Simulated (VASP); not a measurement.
# Li (Fm-3m) in VASP: further runs, part 2 of 2

VASP 6.6.1.

## (3) Single point, PBE (19.39 Å³/atom)

This run uses another cell than the first one, of 19.39 Å³/atom.

File INCAR:

```
PREC     = Accurate       # precision mode
ENCUT    = 520            # plane-wave cutoff, eV
EDIFF    = 1E-6           # SCF threshold, eV
ISMEAR   = 0              # smearing method
SIGMA    = 0.05           # smearing width, eV
LREAL    = False          # projectors in reciprocal space
LASPH    = True           # aspherical terms in the spheres
NELM     = 100            # most SCF steps
ALGO     = Normal         # electronic algorithm
ISIF     = 2              # what is computed and relaxed
LWAVE    = False          # write WAVECAR
LCHARG   = False          # write CHGCAR
GGA      = PE             # functional
NBANDS   = 8              # bands
```

File KPOINTS:

```
Automatic mesh
0
Gamma
  18 18 18
```

File POSCAR:

```
Li
1.0
    0.0000000000      2.1323579773      2.1323579773
    2.1323579773      0.0000000000      2.1323579773
    2.1323579773      2.1323579773      0.0000000000
Li
1
Direct
    0.0000000000      0.0000000000      0.0000000000
```

Potentials or basis: VASP PAW PBE potentials, release 64 (Li_sv).

Launch:

```console
$ cat potpaw_PBE.64/Li_sv/POTCAR > POTCAR
$ mpirun -np 1 vasp_std > vasp.out
```

Wall time 23 s (1 thread of Intel Xeon 8259CL, shared host); peak memory 0.14 GiB.

The run converged. Its results:

```yaml
Free_energy: -1.9065 eV
Band_gap_on_the_k_mesh: zero (an odd number of electrons rules out a gap without spin polarisation)
```

Levels at points of the mesh, in eV from the Fermi level:
| k point | band 1 | band 2 | band 3 | band 4 | band 5 | band 6 |
| --- | --- | --- | --- | --- | --- | --- |
| (0.00, 0.00, 0.00) | -46.47 | -3.63 | 14.80 | 14.80 | 14.80 | 18.75 |
| (0.50, 0.00, 0.00) | -46.44 | -0.05 | 3.06 | 13.02 | 13.02 | 17.04 |
| (0.50, 0.50, 0.00) | -46.44 | 1.55 | 4.86 | 8.68 | 8.68 | 10.91 |

Caveat: the cutoff is under 1.25 times the usual one of these potentials, so pressure, stress and relaxed cells hold a basis-set (Pulay) error.

## (4) Single point, PBE (20.20 Å³/atom)

This run uses another cell than the first one, of 20.20 Å³/atom.

File INCAR:

```
SYSTEM = Li
PREC = Accurate
ENCUT = 520
EDIFF = 1E-6
ISMEAR = 0
SIGMA = 0.05
LREAL = .False.
LASPH = .True.
NELM = 100
ALGO = Fast
ISIF = 2
LWAVE = .False.
LCHARG = .False.
GGA = PE
NBANDS = 8
```

File KPOINTS:

```
regular mesh
0
Gamma
  18 18 18
  0 0 0
```

File POSCAR:

```
Li
1.0
    0.0000000000      2.1615719908      2.1615719908
    2.1615719908      0.0000000000      2.1615719908
    2.1615719908      2.1615719908      0.0000000000
Li
1
Direct
    0.0000000000      0.0000000000      0.0000000000
```

Potentials or basis: VASP PAW PBE potentials, release 64 (Li_sv).

Launch:

```console
$ cat potpaw_PBE.64/Li_sv/POTCAR > POTCAR
$ mpirun -np 1 vasp_std > vasp.out
```

OUTCAR:

```text
SYSTEM = Li
   PREC = Accurate
   ENCUT = 520
   EDIFF = 1E-6
   ISMEAR = 0
   LREAL = .False.
   LASPH = .True.
   NELM = 100
   ISIF = 2
   GGA = PE

 ion  position               nearest neighbor table
   1  0.000  0.000  0.000-

  LATTYP: Found a face centered cubic cell.
 ALAT       =     4.3231439816

  Lattice vectors:

 A1 = (   0.0000000000,   2.1615719908,   2.1615719908)
 A2 = (   2.1615719908,   0.0000000000,   2.1615719908)
 A3 = (   2.1615719908,   2.1615719908,   0.0000000000)

[... 442 lines left out ...]
      8      19.6282      0.00000

 [... further k-points ...]

------------------------ aborting loop because EDIFF is reached ----------------------------------------

  FORCE on cell =-STRESS in cart. coord.  units (eV):
  Direction    XX          YY          ZZ          XY          YZ          ZX
  --------------------------------------------------------------------------------------
  -------------------------------------------------------------------------------------
  Total       -0.0087233     -0.0087233     -0.0087233      0.0000000     -0.0000000      0.0000000
  in kB       -0.6919158     -0.6919158     -0.6919158      0.0000000     -0.0000000      0.0000000
  external PRESSURE =      -0.6919158 kB  Pullay stress =       0.0000000 kB

 VOLUME and BASIS-vectors are now :
 -----------------------------------------------------------------------------
  energy-cutoff  :      520.00
  volume of cell :       20.20
      direct lattice vectors                 reciprocal lattice vectors
     0.000000000  2.161571991  2.161571991    -0.231313138  0.231313138  0.231313138
     2.161571991  0.000000000  2.161571991     0.231313138 -0.231313138  0.231313138
     2.161571991  2.161571991  0.000000000     0.231313138  0.231313138 -0.231313138

 POSITION                                       TOTAL-FORCE (eV/Angst)
 -----------------------------------------------------------------------------------
      0.00000      0.00000      0.00000         0.000000      0.000000      0.000000
 -----------------------------------------------------------------------------------
    total drift:                               -0.000000      0.000000     -0.000000

  FREE ENERGIE OF THE ION-ELECTRON SYSTEM (eV)
  ---------------------------------------------------
  free  energy   TOTEN  =        -1.9081674677 eV

  energy  without entropy=       -1.9077071746  energy(sigma->0) =       -1.90793732
```

OSZICAR:

```text
N       E                     dE             d eps       ncg     rms          rms(c)
DAV:   1    -0.145125965969E+00   -0.14513E+00   -0.72372E+02  3144   0.264E+02
DAV:   2    -0.188617944984E+01   -0.17411E+01   -0.16718E+01  4528   0.339E+01
DAV:   3    -0.190952190714E+01   -0.23342E-01   -0.23340E-01  3592   0.305E+00
DAV:   4    -0.190985516479E+01   -0.33326E-03   -0.33326E-03  4848   0.305E-01
DAV:   5    -0.190985628562E+01   -0.11208E-05   -0.11208E-05  3808   0.106E-02    0.218E-01
RMM:   6    -0.190870064138E+01    0.11556E-02   -0.13248E-04  4442   0.627E-02    0.131E-01
RMM:   7    -0.190814004144E+01    0.56060E-03   -0.62624E-04  4657   0.134E-01    0.233E-02
RMM:   8    -0.190816014677E+01   -0.20105E-04   -0.13273E-04  4976   0.621E-02    0.298E-03
RMM:   9    -0.190816582417E+01   -0.56774E-05   -0.54483E-05  5000   0.401E-02    0.489E-03
RMM:  10    -0.190816315984E+01    0.26643E-05   -0.21050E-05  4779   0.251E-02    0.157E-02
RMM:  11    -0.190816504730E+01   -0.18875E-05   -0.59128E-06  4284   0.152E-02    0.107E-02
RMM:  12    -0.190816668690E+01   -0.16396E-05   -0.16389E-06  3471   0.799E-03    0.576E-03
RMM:  13    -0.190816746774E+01   -0.78085E-06   -0.56287E-07  3221   0.454E-03
   1 F= -.19081675E+01 E0= -.19079373E+01  d E =-.460293E-03
```

Wall time 40 s (1 thread of Intel Xeon 8259CL, shared host); peak memory 0.14 GiB.

Results:

```yaml
Free_energy: -1.9082 eV
Band_gap_on_the_k_mesh: zero (an odd number of electrons rules out a gap without spin polarisation)
```

Caveat: the cutoff is under 1.25 times the usual one of these potentials, so pressure, stress and relaxed cells hold a basis-set (Pulay) error.

## (5) Single point, PBE (21.01 Å³/atom)

This run uses another cell than the first one, of 21.01 Å³/atom.

File INCAR:

```
  PREC = Accurate
  ENCUT = 520
  EDIFF = 1E-6
  ISMEAR = 0
  SIGMA = 0.05
  LREAL = F
  LASPH = T
  NELM = 80
  ALGO = Fast
  ISIF = 2
  LWAVE = F
  LCHARG = F
  GGA = PE
  NBANDS = 8
```

File KPOINTS:

```
regular mesh
0
Gamma
  18 18 18
```

File POSCAR:

```
Li
1.0
    0.0000000000      2.1900169895      2.1900169895
    2.1900169895      0.0000000000      2.1900169895
    2.1900169895      2.1900169895      0.0000000000
Li
1
Direct
    0.0000000000      0.0000000000      0.0000000000
```

Launch:

```console
$ cat potpaw_PBE.64/Li_sv/POTCAR > POTCAR
$ mpirun -np 1 vasp_std > vasp.out
```

It took 36 s on 1 thread of Intel Xeon 8259CL, shared host; peak memory 0.14 GiB.

The run converged. Its results:

```
Free energy            : -1.9070 eV
Band gap on the k mesh : zero (an odd number of electrons rules out a gap without spin polarisation)
```

Levels at points of the mesh, in eV from the Fermi level:
```tsv
k point	band 1	band 2	band 3	band 4	band 5	band 6
(0.00, 0.00, 0.00)	-46.61	-3.53	13.98	13.98	13.98	17.81
(0.50, 0.00, 0.00)	-46.60	-0.02	2.80	12.30	12.30	16.19
(0.50, 0.50, 0.00)	-46.59	1.49	4.57	8.22	8.22	10.39
```

Caveat: the cutoff is under 1.25 times the usual one of these potentials, so pressure, stress and relaxed cells hold a basis-set (Pulay) error.

## (6) Single point, PBE (16.16 Å³/atom)

This run uses another cell than the first one, of 16.16 Å³/atom.

File INCAR:

```
PREC = Accurate ; ENCUT = 520
EDIFF = 1E-6 ; ISMEAR = 0
SIGMA = 0.05 ; LREAL = F
LASPH = T ; NELM = 80
ALGO = Fast ; ISIF = 2
LWAVE = F ; LCHARG = F
GGA = PE ; NBANDS = 8
```

File KPOINTS:

```
regular mesh
0
Gamma
  20 20 20
```

File POSCAR:

```
Li
1.0
    0.0000000000      2.0066256831      2.0066256831
    2.0066256831      0.0000000000      2.0066256831
    2.0066256831      2.0066256831      0.0000000000
Li
1
Direct
    0.0000000000      0.0000000000      0.0000000000
```

Potentials or basis: VASP PAW PBE potentials, release 64 (Li_sv).

Launch:

```console
$ cat potpaw_PBE.64/Li_sv/POTCAR > POTCAR
$ mpirun -np 1 vasp_std > vasp.out
```

Run time: 54 s. Hardware: 1 thread of Intel Xeon 8259CL, shared host; peak memory 0.15 GiB.

The run converged. Its results:

| Property | Result |
| --- | --- |
| Free energy | -1.8579 eV |
| Band gap on the k mesh | zero (an odd number of electrons rules out a gap without spin polarisation) |

Levels at points of the mesh, in eV from the Fermi level:
```tsv
k point	band 1	band 2	band 3	band 4	band 5	band 6	band 7
(0.00, 0.00, 0.00)	-46.18	-3.85	16.82	16.82	16.82	21.07	21.07
(0.50, 0.00, 0.00)	-46.14	-0.14	3.74	14.79	14.79	19.12	19.12
(0.50, 0.50, 0.00)	-46.13	1.69	5.57	9.80	9.80	12.20	18.64
```

Caveat: the cutoff is under 1.25 times the usual one of these potentials, so pressure, stress and relaxed cells hold a basis-set (Pulay) error.

## (7) The runs side by side

| cell | k mesh | gap on the mesh (eV) |
| --- | --- | --- |
| a = 2.973 Å, angles 60.0°, 1 atom | 18 × 18 × 18 | none |
| a = 3.016 Å, angles 60.0°, 1 atom | 18 × 18 × 18 | none |
| a = 3.057 Å, angles 60.0°, 1 atom | 18 × 18 × 18 | none |
| a = 3.097 Å, angles 60.0°, 1 atom | 18 × 18 × 18 | none |
| a = 2.838 Å, angles 60.0°, 1 atom | 20 × 20 × 20 | none |

Alike in all rows: task single point; level PBE; potentials or basis VASP PAW PBE potentials, release 64 (Li_sv); no spin polarisation; cutoff (eV) 520; smearing gaussian 0.05 eV.

Caveats: the cutoff is under 1.25 times the usual one of these potentials, so pressure, stress and relaxed cells hold a basis-set (Pulay) error.

Total energies depend on the potentials used, so only differences within one code and one set of settings carry meaning.
